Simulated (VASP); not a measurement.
**SiNi (WC type): single point with PBE**

Crystal: SiNi (WC type).

```
CELL_PARAMETERS angstrom
2.37111 0.00000 0.00000
-1.18555 2.05344 0.00000
0.00000 0.00000 3.44218
ATOMIC_POSITIONS crystal
Ni 0.00000 0.00000 0.00000
Si 0.33333 0.66667 0.50000
```

```
Program             : VASP 6.6.1
Task                : single point
Functional          : PBE
Potentials or basis : VASP PAW PBE potentials, release 64 (Ni_sv_GW, Si)
Cutoff              : 690 eV
k mesh              : 14 × 14 × 13
Occupations         : fermi-dirac, width 0.1 eV
Spin                : no spin polarisation
```

* Pressure: 119.0 GPa
* Band gap on the k mesh: zero (bands 11 and 12 overlap by 1.08 eV)

Stress tensor (GPa, compression positive):
```
118.81   0.00   0.00
  0.00 118.81   0.00
  0.00   0.00 119.33
```

Levels at points of the mesh, in eV from the Fermi level:
```csv
k point,band 9,band 10,band 11,band 12,band 13,band 14
"(0.00, 0.00, 0.00)",-3.76,-2.78,-2.78,1.80,12.89,12.89
"(0.50, 0.00, 0.00)",-3.40,-1.39,-0.40,2.50,4.71,6.42
```

Run time: 47 s on 1 thread of Intel(R) Xeon(R) Platinum 8559C (Emerald Rapids), on a shared host, peak memory 0.22 GiB.

Caveat: the cell stands under pressure. Spin polarisation is off, so any magnetic state and its effect on volume and gap are missing.
